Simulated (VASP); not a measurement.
# SiO2 (I4/m) in VASP: single point with PBE

Aim: the single point of SiO2 with PBE.

Everything below comes from runs of VASP 6.6.1. Logs are shortened: lines on timing, memory, paths and dates and some standing lists are left out, and cuts for length are marked.

## 1. The cell of the first run

It takes space group I4/m (No. 87, tetragonal). Conventional cell: a = 8.923 Å, b = 8.923 Å, c = 5.355 Å, α = 90.00°, β = 90.00°, γ = 90.00°. Si (site symmetry m) has 4 O at 1.51 to 1.78 Å within 2.0 Å. Within 2.1 Å of O (site symmetry -1) lie 2 Si at 1.60 Å. O (site symmetry m) has 2 Si at 1.51 to 1.78 Å and 2 O at 1.83 Å within 2.0 Å.

The cell was generated, and may not be a known phase.

## 2. Single point, PBE

File INCAR:

```
SYSTEM = SiO2
PREC     = Accurate       ! precision mode
ENCUT    = 520            ! plane-wave cutoff, eV
EDIFF    = 1E-6           ! SCF threshold, eV
ISMEAR   = 0              ! smearing method
SIGMA    = 0.1            ! smearing width, eV
LREAL    = .False.        ! projectors in reciprocal space
LASPH    = .True.         ! aspherical terms in the spheres
NELM     = 60             ! most SCF steps
ALGO     = Normal         ! electronic algorithm
ISIF     = 2              ! what is computed and relaxed
LWAVE    = .False.        ! write WAVECAR
LCHARG   = .True.         ! write CHGCAR
GGA      = PE             ! functional
LELF     = .True.         ! ELF
LVHAR    = .True.       
NBANDS   = 44             ! bands
```

File KPOINTS:

```
regular mesh
0
Gamma
  4 4 4
  0 0 0
```

File POSCAR:

```
SiO2
1.0
   -4.4615023800      4.4615023800      2.6776922900
    4.4615023800     -4.4615023800      2.6776922900
    4.4615023800      4.4615023800     -2.6776922900
Si O
4 8
Direct
    0.6804985700      0.6804985700      0.3609971300
    0.3195014300      0.3195014300      0.6390028700
    0.3195014300      0.6804985700      0.0000000000
    0.6804985700      0.3195014300      0.0000000000
    0.5000000000      0.5000000000      0.5000000000
    0.0000000000      0.0000000000      0.5000000000
    0.5154929200      0.6444634800      0.1599564100
    0.6444634800      0.4845070800      0.1289705600
    0.3555365200      0.5154929200      0.8710294400
    0.4845070800      0.3555365200      0.8400435900
    0.0000000000      0.5000000000      0.0000000000
    0.5000000000      0.0000000000      0.0000000000
```

Potentials or basis: VASP PAW PBE potentials, release 64 (Si, O).

On the command line:

```sh
$ cat potpaw_PBE.64/Si/POTCAR potpaw_PBE.64/O/POTCAR > POTCAR
$ mpirun -np 1 vasp_std > vasp.out
```

OUTCAR:

```text
SYSTEM = SiO2
   PREC = Accurate
   ENCUT = 520
   EDIFF = 1E-6
   ISMEAR = 0
   LREAL = .False.
   LASPH = .True.
   NELM = 60
   ISIF = 2
   GGA = PE

 ion  position               nearest neighbor table
   1  0.680  0.680  0.361-   7 1.51   6 1.60   5 1.60   8 1.78
   2  0.320  0.320  0.639-  10 1.51   6 1.60   5 1.60   9 1.78
   3  0.320  0.680  0.000-   9 1.51  11 1.60  12 1.60   7 1.78
   4  0.680  0.320  0.000-   8 1.51  11 1.60  12 1.60  10 1.78
   5  0.500  0.500  0.500-   1 1.60   2 1.60
   6  0.000  0.000  0.500-   1 1.60   2 1.60
   7  0.515  0.644  0.160-   1 1.51   3 1.78   8 1.83   9 1.83
   8  0.644  0.485  0.129-   4 1.51   1 1.78   7 1.83  10 1.83
   9  0.356  0.515  0.871-   3 1.51   2 1.78  10 1.83   7 1.83
  10  0.485  0.356  0.840-   2 1.51   4 1.78   9 1.83   8 1.83
  11  0.000  0.500  0.000-   3 1.60   4 1.60
  12  0.500  0.000  0.000-   3 1.60   4 1.60

  LATTYP: Found a body centered tetragonal cell.
 ALAT       =     8.9230047600
 C/A-ratio  =     0.6001772636

  Lattice vectors:

 A1 = (  -4.4615023800,   4.4615023800,   2.6776922900)
 A2 = (   4.4615023800,  -4.4615023800,   2.6776922900)
 A3 = (   4.4615023800,   4.4615023800,  -2.6776922900)

Analysis of symmetry for initial positions (statically):
=====================================================================
 Subroutine PRICEL returns:
 Original cell was already a primitive cell.

 Routine SETGRP: Setting up the symmetry group for a
 body centered tetragonal supercell.

 Subroutine GETGRP returns: Found  8 space group operations
 (whereof  8 operations were pure point group operations)
 out of a pool of 16 trial point group operations.

The static configuration has the point symmetry C_4h.

Analysis of symmetry for dynamics (positions and initial velocities):
=====================================================================
 Subroutine PRICEL returns:
 Original cell was already a primitive cell.

 Routine SETGRP: Setting up the symmetry group for a
 body centered tetragonal supercell.

 Subroutine GETGRP returns: Found  8 space group operations
 (whereof  8 operations were pure point group operations)
 out of a pool of 16 trial point group operations.

The dynamic configuration has the point symmetry C_4h.

 Subroutine INISYM returns: Found  8 space group operations
 (whereof  8 operations are pure point group operations),
 and found     1 'primitive' translations

----------------------------------------------------------------------------------------

                                     Primitive cell

  volume of cell :     213.1979

  direct lattice vectors                    reciprocal lattice vectors
    -4.461502380  4.461502380  2.677692290     0.000000000  0.112069872  0.186727953
     4.461502380 -4.461502380  2.677692290     0.112069872  0.000000000  0.186727953
     4.461502380  4.461502380 -2.677692290     0.112069872  0.112069872  0.000000000

  length of vectors
     6.854198930  6.854198930  6.854198930     0.217777374  0.217777374  0.158490733

  position of ions in fractional coordinates (direct lattice)
     0.680498570  0.680498570  0.360997130
     0.319501430  0.319501430  0.639002870
     0.319501430  0.680498570  0.000000000
     0.680498570  0.319501430  0.000000000
     0.500000000  0.500000000  0.500000000
     0.000000000  0.000000000  0.500000000
     0.515492920  0.644463480  0.159956410
     0.644463480  0.484507080  0.128970560
     0.355536520  0.515492920  0.871029440
     0.484507080  0.355536520  0.840043590
     0.000000000  0.500000000  0.000000000
     0.500000000  0.000000000  0.000000000

  ion indices of the primitive-cell ions
   primitive index   ion index
                 1           1
                 2           2
                 3           3
                 4           4
                 5           5
                 6           6
                 7           7
                 8           8
                 9           9
                10          10
                11          11
                12          12

----------------------------------------------------------------------------------------

 KPOINTS: regular mesh

Automatic generation of k-mesh.
 Grid dimensions read from file:
 generate k-points for:    4    4    4

 Generating k-lattice:

  Cartesian coordinates                     Fractional coordinates (reciprocal lattice)
     0.000000000  0.028017468  0.046681988     0.250000000  0.000000000  0.000000000
     0.028017468  0.000000000  0.046681988     0.000000000  0.250000000  0.000000000
     0.028017468  0.028017468  0.000000000     0.000000000  0.000000000  0.250000000

  Length of vectors
     0.054444343  0.054444343  0.039622683

  Shift w.r.t. Gamma in fractional coordinates (k-lattice)
     0.000000000  0.000000000  0.000000000

 Subroutine IBZKPT returns following result:
 ===========================================

 Found     14 irreducible k-points:

 Following reciprocal coordinates:
            Coordinates               Weight
  0.000000  0.000000  0.000000      1.000000
  0.250000  0.000000 -0.000000      8.000000
  0.500000  0.000000 -0.000000      4.000000
  0.250000  0.250000 -0.000000      8.000000
  0.500000  0.250000 -0.000000      8.000000
 -0.250000  0.500000  0.000000      8.000000
 -0.250000  0.250000  0.000000      4.000000
  0.500000  0.500000 -0.000000      2.000000
  0.250000  0.250000  0.250000      2.000000
 -0.250000  0.250000  0.250000      4.000000
  0.500000  0.500000  0.250000      4.000000
 -0.250000  0.500000  0.250000      8.000000
 -0.250000 -0.250000  0.250000      2.000000
  0.500000  0.500000  0.500000      1.000000
   k-points           NKPTS =     14   k-points in BZ     NKDIM =     14   number of bands    NBANDS=     44
   number of dos      NEDOS =    301   number of ions     NIONS =     12
   total plane-waves  NPLWV = 157464
   dimension x,y,z NGX =    54 NGY =   54 NGZ =   54
   dimension x,y,z NGXF=   108 NGYF=  108 NGZF=  108
   ions per type =               4   8
   NGX,Y,Z   is equivalent  to a cutoff of  13.10, 13.10, 13.10 a.u.
   NGXF,Y,Z  is equivalent  to a cutoff of  26.19, 26.19, 26.19 a.u.
 SYSTEM =  SiO2
   PREC   = accura    normal or accurate (medium, high low for compatibility)
   ISTART =      0    job   : 0-new  1-cont  2-samecut
   ICHARG =      2    charge: 1-file 2-atom 10-const
   ISPIN  =      1    spin polarized calculation?
   LNONCOLLINEAR =      F non collinear calculations
   LSORBIT =      F    spin-orbit coupling
   LASPH  =      T    aspherical Exc in radial PAW
   ENCUT  =  520.0 eV  38.22 Ry    6.18 a.u.  12.74 12.74 12.74*2*pi/ulx,y,z
   NELM   =     60;   NELMIN=  2; NELMDL= -5     # of ELM steps
   EDIFF  = 0.1E-05   stopping-criterion for ELM
   LREAL  =      F    real-space projection
   EDIFFG = 0.1E-04   stopping-criterion for IOM
   NSW    =      0    number of steps for IOM
   IBRION =     -1    ionic relax: 0-MD 1-quasi-New 2-CG
   NFREE  =      0    steps in history (QN), initial steepest desc. (CG)
   ISIF   =      2    stress and relaxation
   ISYM   =      2    0-nonsym 1-usesym 2-fastsym
   POTIM  = 0.5000    time-step for ionic-motion
   TEBEG  =    0.0;   TEEND  =   0.0 temperature during run
   PSTRESS=    0.0 pullay stress
   NELECT =      64.0000    total number of electrons
   NUPDOWN=      -1.0000    fix difference up-down
   EMIN   =  10.00;   EMAX   =-10.00  energy-range for DOS
   EFERMI =   0.00;   METHOD = LEGACY
   ISMEAR =     0;   SIGMA  =   0.10  broadening in eV -4-tet -1-fermi 0-gaus
   EFERMI_NEDOS =   21; number of points for ismear=-14 and -15
   IALGO  =     38    algorithm
   IMIX   =      4    mixing-type and parameters
     AMIX     =   0.40;   BMIX     =  1.00
     AMIX_MAG =   1.60;   BMIX_MAG =  1.00
  volume/ion in A,a.u.               =      17.77       119.89
  Fermi-wavevector in a.u.,A,eV,Ry     =   1.096160  2.071442 16.348301  1.201566
  Thomas-Fermi vector in A             =   2.232497
   LORBIT       =      0    0 simple, 1 ext, 2 COOP (PROOUT), +10 PAW based schemes
   GGA     = PE    functional components
   LHFCALC =     F    Hartree Fock is set to
   AEXX    =    0.0000 exact exchange contribution
   IVDW    =     0    specifies the selected vdW correction
   LEPSILON=     F    determine dielectric tensor
   LRPA    =     F    only Hartree local field effects (RPA)
 non-spin polarized calculation
 Gauss-broadening in eV      SIGMA  =   0.10
  energy-cutoff  :      520.00
  volume of cell :      213.20
 maximum number of plane-waves:      5764
 NGX is ok and might be reduce to    54
   NGX = 25   NGY = 25   NGZ = 25

 number of electron      64.0000019 magnetization

 Free energy of the ion-electron system (eV)
  ---------------------------------------------------
  ext. energy  EPLUGINS =         0.00000000
  ---------------------------------------------------
  free energy    TOTEN  =       -81.86946126 eV

  energy without entropy =      -81.86946126  energy(sigma->0) =      -81.86946126

 E-fermi :   2.5703     XC(G=0):  -7.2287

 val. band max:        2.1587932829   @ k =   0.5000   0.5000   0.5000
 cond. band min:       3.4618925848   @ k =   0.0000   0.0000   0.0000
 fundamental gap:      1.3030993018
 Fermi energy:         2.5702712787

 k-point     1 :       0.0000    0.0000    0.0000
  band No.  band energies     occupation
      1     -20.9268      2.00000
      2     -20.0579      2.00000
      3     -19.4704      2.00000
      4     -19.0298      2.00000
      5     -19.0298      2.00000
      6     -18.4857      2.00000
[... 36 lines left out ...]
     43       9.8182      0.00000
     44       9.9722      0.00000
[... 570 lines left out ...]
      4     -19.0375      2.00000
      5     -19.0224      2.00000
      6     -18.1438      2.00000
[... 36 lines left out ...]
     43       9.0712      0.00000
     44       9.1468      0.00000

------------------------ aborting loop because EDIFF is reached ----------------------------------------

  FORCE on cell =-STRESS in cart. coord.  units (eV):
  Direction    XX          YY          ZZ          XY          YZ          ZX
  --------------------------------------------------------------------------------------
  -------------------------------------------------------------------------------------
  Total       34.6740728     34.6740728      3.6778723     -0.0000009      0.0000000      0.0000000
  in kB      260.5748648    260.5748648     27.6391265     -0.0000070      0.0000000      0.0000000
  external PRESSURE =     182.9296187 kB  Pullay stress =       0.0000000 kB

 VOLUME and BASIS-vectors are now :
 -----------------------------------------------------------------------------
  energy-cutoff  :      520.00
  volume of cell :      213.20
      direct lattice vectors                 reciprocal lattice vectors
    -4.461502380  4.461502380  2.677692290     0.000000000  0.112069872  0.186727953
     4.461502380 -4.461502380  2.677692290     0.112069872  0.000000000  0.186727953
     4.461502380  4.461502380 -2.677692290     0.112069872  0.112069872  0.000000000

 POSITION                                       TOTAL-FORCE (eV/Angst)
 -----------------------------------------------------------------------------------
      1.61059      1.61059      2.67769        -2.569051      2.072771      0.000000
      2.85091      2.85091     -0.00000         2.569051     -2.072771      0.000000
      1.61059     -1.61059      2.67769         2.072771      2.569051      0.000000
     -1.61059      1.61059      2.67769        -2.072771     -2.569051     -0.000000
      2.23075      2.23075      1.33885         0.000000     -0.000000      0.000000
      2.23075      2.23075     -1.33885        -0.000000      0.000000      0.000000
      1.28905      0.13824      2.67769        11.347962     -6.181144      0.000000
     -0.13824      1.28905      2.67769         6.181144     11.347962     -0.000000
      4.59975      3.17245      0.00000        -6.181144    -11.347962      0.000000
      3.17245      4.32326      0.00000       -11.347962      6.181144     -0.000000
      2.23075     -2.23075      1.33885        -0.000000     -0.000000      0.000000
     -2.23075      2.23075      1.33885         0.000000      0.000000      0.000000
 -----------------------------------------------------------------------------------
    total drift:                                0.000000      0.000000     -0.000000

  FREE ENERGIE OF THE ION-ELECTRON SYSTEM (eV)
  ---------------------------------------------------
  free  energy   TOTEN  =       -81.8694612626 eV

  energy  without entropy=      -81.8694612626  energy(sigma->0) =      -81.86946126
```

Wall time 7.4 min (1 thread of Intel Xeon 8259CL, shared host); peak memory 0.42 GiB.

What came out:

* Free energy: -81.8695 eV
* Pressure: 18.3 GPa
* Largest force: 12.922 eV/Å
* Band gap on the k mesh: 1.30 eV (least direct gap 2.06 eV)

Forces on the atoms (eV/Å):
```
Si   -2.569   2.073   0.000
Si    2.569  -2.073   0.000
Si    2.073   2.569   0.000
Si   -2.073  -2.569   0.000
O     0.000   0.000   0.000
O     0.000   0.000   0.000
O    11.348  -6.181   0.000
O     6.181  11.348   0.000
O    -6.181 -11.348   0.000
O   -11.348   6.181   0.000
O     0.000   0.000   0.000
O     0.000   0.000   0.000
```

Levels at points of the mesh, in eV from the valence-band top:
| k point | band 30 | band 31 | band 32 | band 33 | band 34 | band 35 |
| --- | --- | --- | --- | --- | --- | --- |
| (0.00, 0.00, 0.00) | -2.33 | -2.03 | -0.75 | 1.30 | 2.86 | 4.07 |
| (0.50, 0.00, 0.00) | -2.66 | -2.25 | -0.27 | 3.24 | 3.47 | 4.30 |
| (0.50, 0.50, 0.00) | -2.38 | -2.23 | -0.33 | 2.32 | 2.40 | 3.67 |
| (0.50, 0.50, 0.50) | -3.13 | -2.46 | 0.00 | 3.00 | 3.00 | 3.63 |

Caveat: the stress differs along the axes, from 3 to 26 GPa; forces of over 1 eV/Å act on the atoms, so gaps and moduli don't describe the material at rest.
